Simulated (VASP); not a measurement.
A run of VASP 6.6.1 is set up as follows.

File INCAR:

```
PREC = Accurate
ENCUT = 520
EDIFF = 1E-6
ISMEAR = -1
SIGMA = 0.02
LREAL = False
LASPH = True
NELM = 60
ALGO = Normal
ISIF = 2
LWAVE = False
LCHARG = False
GGA = PS
NBANDS = 16
```

The input KPOINTS:

```
Automatic mesh
0
Gamma
  10 10 10
```

The input POSCAR:

```
GaN
1.0
    0.0000000000      1.9991196500      1.9991196500
    1.9991196500      0.0000000000      1.9991196500
    1.9991196500      1.9991196500      0.0000000000
Ga N
1 1
Direct
    0.5000000000      0.5000000000      0.5000000000
    0.0000000000      0.0000000000      0.0000000000
```

Potentials or basis: VASP PAW PBE potentials, release 64 (Ga_d, N).

Command:

```console
$ cat potpaw_PBE.64/Ga_d/POTCAR potpaw_PBE.64/N/POTCAR > POTCAR
$ mpirun -np 1 vasp_std > vasp.out
```

(1) What does it give for the pressure?

(2) Predict the band gap on the k mesh.

Answers

(1) 54.8 GPa.

(2) 1.65 eV, indirect (least direct gap 5.07 eV).

Caveat: the PAW data sets were made with another functional, which shifts forces and pressure a little.
